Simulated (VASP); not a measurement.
Runs of VASP 6.6.1 on VH2. The structure is that of space group Fm-3m (No. 225), or close to it. The cells are those of the table. 

```tsv
cell	gap on the mesh (eV)	pressure (GPa)	moment (μB)
a = 2.946 Å, angles 60.0°, 3 atoms	none	0.0	0.00
a = 2.936 Å, angles 60.0°, 3 atoms	none	(b)	0.00
a = 2.899 Å, angles 60.0°, 3 atoms	none	10.2	0.00
a = 2.956 Å, angles 60.0°, 3 atoms	none	(a)	0.00
a = 2.921 Å, angles 60.0°, 3 atoms	none	5.2	0.00
```

Alike in all rows: task single point; level PBEsol; potentials or basis VASP PAW PBE potentials, release 64 (V_sv, H); spin collinear, ferromagnetic start; k mesh 11 × 11 × 11; cutoff (eV) 520; smearing fermi-dirac 0.1 eV.

Problem. Fill in the values left out.

Solution. (a) -2.0; (b) 2.0.

Caveats: the PAW data sets were made with another functional, which shifts forces and pressure a little.

A gap of «none» marks levels without a gap at the run's occupations.
